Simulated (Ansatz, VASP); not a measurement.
**One calculation of B, two programs**

The input INCAR:

```
SYSTEM = B
PREC = Accurate ; ENCUT = 600
EDIFF = 1E-6 ; ISMEAR = 0
SIGMA = 0.1 ; LREAL = .FALSE.
LASPH = .TRUE. ; NELM = 100
ALGO = Normal ; ISIF = 3
LWAVE = .FALSE. ; LCHARG = .FALSE.
GGA = PE ; IBRION = 2
NSW = 90 ; EDIFFG = -0.04
```

Contents of KPOINTS:

```
Automatic mesh
0
G
  6 6 4
  0 0 0
```

The input POSCAR:

```
B
1.0
    2.4741264900      0.0000000000      0.0000000000
   -1.2370632500      2.1426563900      0.0000000000
    0.0000000000      0.0000000000      6.9036879000
B
5
Direct
    0.3333333300      0.6666666700      0.6000000000
    0.6666666700      0.3333333300      0.8000000000
    0.0000000000      0.0000000000      0.0000000000
    0.3333333300      0.6666666700      0.2000000000
    0.6666666700      0.3333333300      0.4000000000
```

Input for Ansatz:

```yaml
crystal:
  lattice:
    - [2.47412649, 0.0, 0.0]
    - [-1.23706325, 2.14265639, 0.0]
    - [0.0, 0.0, 6.9036879]
  atoms:
    - { symbol: B, position: [0.33333333, 0.66666667, 0.6] }
    - { symbol: B, position: [0.66666667, 0.33333333, 0.8] }
    - { symbol: B, position: [0.0, 0.0, 0.0] }
    - { symbol: B, position: [0.33333333, 0.66666667, 0.2] }
    - { symbol: B, position: [0.66666667, 0.33333333, 0.4] }
basis:
  ecutwfc: 420
kpoints:
  mp_grid: { grid: [6, 6, 4] }
hamiltonian:
  xc: pbe
scf:
  occupations: { method: gaussian, width: 0.1 }
  lower_state_search: "off"
output:
  forces: true
  stress: true
  eigenvalues: true
relax:
  adjacent_minimum: "off"
  f_tol: 0.04
  max_steps: 70
  cell: { stress_tol: 0.4 }
```

Alike in both runs: task relaxation of cell and atoms; functional PBE; k mesh 6 × 6 × 4; occupations gaussian, width 0.1 eV; no spin polarisation.

|  | VASP | Ansatz |
| --- | --- | --- |
| version | VASP 6.6.1 | Ansatz 0.2.0 |
| potentials or method | VASP PAW PBE potentials, release 64 (B), cutoff 600 eV | scalar-relativistic, plane waves, PAW |
| valence electrons in the cell | 15 | 15 |

```tsv
	VASP	Ansatz	Ansatz less VASP
gap on the k mesh at the Fermi level, each at its own relaxed structure (eV)	none	none	-
relaxed volume (Å³/atom)	6.62	6.62	-0.003
relaxed length of the cell vector where the two differ most in proportion (Å)	2.772	2.771	-0.0008
```

A gap of «none» marks a metal or a gap that the smearing closes.

The k mesh is coarse, so the values compare programs but aren't converged.
